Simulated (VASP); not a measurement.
Set up this calculation in VASP 6.6.1, as the native input.

```
Task                   : single point
Functional             : PBE
Dispersion             : D3(BJ)
Potentials or basis    : VASP PAW PBE potentials, release 64 (Ge_d)
Cutoff                 : 520 eV
k mesh                 : 12 × 12 × 1
Occupations            : gaussian, width 0.1 eV
Spin                   : no spin polarisation
Dipole correction      : yes
Further INCAR settings : ALGO = Normal; EDIFF = 1e-06; NBANDS = 21
```

The structure of Ge lies in POSCAR:

```
Ge
1.0
    3.9650000000      0.0000000000      0.0000000000
   -1.9825000000      3.4337907260      0.0000000000
    0.0000000000      0.0000000000     28.0000000000
Ge
2
Direct
    0.3333333333      0.6666666667      0.5130892857
    0.6666666667      0.3333333333      0.4869107143
```

The input as run:

INCAR

```
  ALGO = Normal
  DIPOL = 0.5 0.5 0.500
  EDIFF = 1E-6
  ENCUT = 520
  GGA = PE
  IDIPOL = 3
  ISIF = 2
  ISMEAR = 0
  IVDW = 12
  LASPH = True
  LCHARG = True
  LDIPOL = True
  LELF = True
  LREAL = False
  LVACPOTAV = True
  LVHAR = True
  LWAVE = False
  NBANDS = 21
  NELM = 60
  PREC = Accurate
  SIGMA = 0.1
```

KPOINTS

```
k-points
0
Gamma
  12 12 1
```

Potentials or basis: VASP PAW PBE potentials, release 64 (Ge_d).

Command:

```sh
$ cat potpaw_PBE.64/Ge_d/POTCAR > POTCAR
$ mpirun -np 1 vasp_std > vasp.out
```

It gave:

The largest force is 0.107 eV/Å, the band gap on the k mesh is zero (filled and empty bands touch) and the dispersion energy per atom is -0.159 eV.

It took 5.2 min on 1 thread of Intel(R) Xeon(R) 6975P-C (Granite Rapids) (shared host), peak memory 0.53 GiB.
